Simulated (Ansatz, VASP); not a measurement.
One calculation of RuS2, two programs

The input INCAR:

```
PREC = Accurate
ENCUT = 500
EDIFF = 1E-6
ISMEAR = 0
SIGMA = 0.05
LREAL = F
LASPH = T
NELM = 200
ALGO = Normal
ISIF = 2
LWAVE = F
LCHARG = F
ISPIN = 2
MAGMOM = 4 0 0
LORBIT = 11
LMAXMIX = 4
LDAU = T
LDAUTYPE = 1
LDAUL = 2 -1
LDAUU = 3 0
LDAUJ = 0.9 0
LDAUPRINT = 1
NBANDS = 24
GGA_COMPAT = F
```

The input KPOINTS:

```
Automatic mesh
0
Gamma
  6 6 6
```

The input POSCAR:

```
RuS2
1.0
    0.0000000000      2.9600000000      2.9600000000
    2.9600000000      0.0000000000      2.9600000000
    2.9600000000      2.9600000000      0.0000000000
Ru S
1 2
Direct
    0.0000000000      0.0000000000      0.0000000000
    0.2500000000      0.2500000000      0.2500000000
    0.7500000000      0.7500000000      0.7500000000
```

Input for Ansatz:

```yaml
crystal:
  lattice:
    - [0.0, 2.96, 2.96]
    - [2.96, 0.0, 2.96]
    - [2.96, 2.96, 0.0]
  atoms:
    - { symbol: Ru, position: [0.0, 0.0, 0.0], spin: 4.0 }
    - { symbol: S, position: [0.25, 0.25, 0.25] }
    - { symbol: S, position: [0.75, 0.75, 0.75] }
basis:
  ecutwfc: 420
  ecutrho_ratio: 4
kpoints:
  mp_grid: { grid: [6, 6, 6] }
hamiltonian:
  xc: lda
  hubbard: { sites: [{ site: 0, l: d, u: 3.0, j: 0.9 }] }
scf:
  occupations: { method: gaussian, width: 0.05 }
  lower_state_search: "off"
  max_iter: 150
output:
  forces: true
  stress: true
  eigenvalues: true
  populations: true
  hubbard: { sites: [{ site: 0, l: d }] }
magnetization:
  spin_polarized: true
```

Alike in both runs: task single point; functional LDA; k mesh 6 × 6 × 6; occupations gaussian, width 0.05 eV; collinear spin; Hubbard terms Ru d U = 3.0 eV, J = 0.9 eV.

|  | VASP | Ansatz |
| --- | --- | --- |
| version | VASP 6.6.1 | Ansatz 0.2.0 |
| potentials or method | VASP PAW LDA potentials, release 64 (Ru_pv, S), cutoff 500 eV | scalar-relativistic, plane waves, PAW |
| valence electrons in the cell | 26 | 28 |

```tsv
	VASP	Ansatz	Ansatz less VASP
gap on the k mesh at the Fermi level (eV)	none	none	-
pressure (GPa)	-19.2	-19.7	-0.55
net moment per atom (μB)	0.01	0.01	+0.002
size of the moment on the site where the two differ most (μB)	0.03	0.04	+0.008
```

LDA's correlation is that of Perdew and Zunger in VASP and of Perdew and Wang (1992) in Ansatz. Site moments also hang on the region over which each program counts them. The programs project onto different local orbitals, so the same U acts differently, and such runs can settle in different states. A gap of «none» marks a metal or a gap that the smearing closes. VASP's potentials hold 26 valence electrons a cell and Ansatz's 28, so a difference there can come from the potentials and not from the codes. Ansatz's warnings: filled band counts differ across k points, seeded moment not kept.
